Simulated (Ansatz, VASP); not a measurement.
## Se: VASP beside Ansatz

Contents of INCAR:

```
SYSTEM = Se
PREC = Accurate
ENCUT = 600
EDIFF = 1E-6
ISMEAR = -1
SIGMA = 0.05
LREAL = .FALSE.
LASPH = .TRUE.
NELM = 100
ALGO = Normal
ISIF = 3
LWAVE = .FALSE.
LCHARG = .FALSE.
GGA = PS
IBRION = 2
NSW = 80
EDIFFG = -0.01
```

File KPOINTS:

```
Automatic mesh
0
G
  4 4 4
  0 0 0
```

The input POSCAR:

```
Se
1.0
    5.6809998619      3.2799267995      1.4763300000
   -5.6809998619      3.2799267995      1.4763300000
    0.0000000000     -6.5598535991      1.4763300000
Se
6
Direct
    0.2806600000      0.1625100000      0.9181800000
    0.9181800000      0.2806600000      0.1625100000
    0.1625100000      0.9181800000      0.2806600000
    0.7193400000      0.8374900000      0.0818200000
    0.0818200000      0.7193400000      0.8374900000
    0.8374900000      0.0818200000      0.7193400000
```

Input for Ansatz:

```yaml
crystal:
  lattice:
    - [5.6809998619, 3.2799267995, 1.47633]
    - [-5.6809998619, 3.2799267995, 1.47633]
    - [0.0, -6.5598535991, 1.47633]
  atoms:
    - { symbol: Se, position: [0.28066, 0.16251, 0.91818] }
    - { symbol: Se, position: [0.91818, 0.28066, 0.16251] }
    - { symbol: Se, position: [0.16251, 0.91818, 0.28066] }
    - { symbol: Se, position: [0.71934, 0.83749, 0.08182] }
    - { symbol: Se, position: [0.08182, 0.71934, 0.83749] }
    - { symbol: Se, position: [0.83749, 0.08182, 0.71934] }
hamiltonian:
  xc: pbesol
  pseudopotentials:
    kind: paw
    azcp:
      Se: "pseudopotentials/Se.paw.azcp"
basis:
  ecutwfc: 420
  fft_grid_basis: typed
kpoints:
  mp_grid: { grid: [4, 4, 4], shift: [0, 0, 0] }
magnetization:
  spin_polarized: false
scf:
  occupations: { method: fermi_dirac, width: 0.05 }
relax:
  max_steps: 60
  f_tol: 0.01
  cell: {}
```

Alike in both runs: task relaxation of cell and atoms; functional PBEsol; k mesh 4 × 4 × 4; occupations fermi-dirac, width 0.05 eV; no spin polarisation.

|  | VASP | Ansatz |
| --- | --- | --- |
| version | VASP 6.6.1 | Ansatz 0.2.0 |
| potentials or method | VASP PAW PBE potentials, release 64 (Se), cutoff 600 eV | plane waves (420 eV) with PAW, scalar-relativistic |
| valence electrons in the cell | 36 | 96 |

```tsv
	VASP	Ansatz	Ansatz less VASP
relaxed volume (Å³/atom)	25.14	25.10	-0.047
relaxed cell length with the largest relative difference (Å)	6.369	6.373	+0.0042
```

VASP's potentials were made for PBE, not for PBEsol, and Ansatz warns of the same on its side. VASP's potentials hold 36 valence electrons a cell and Ansatz's 96, so a difference there can come from the potentials and not from the codes.
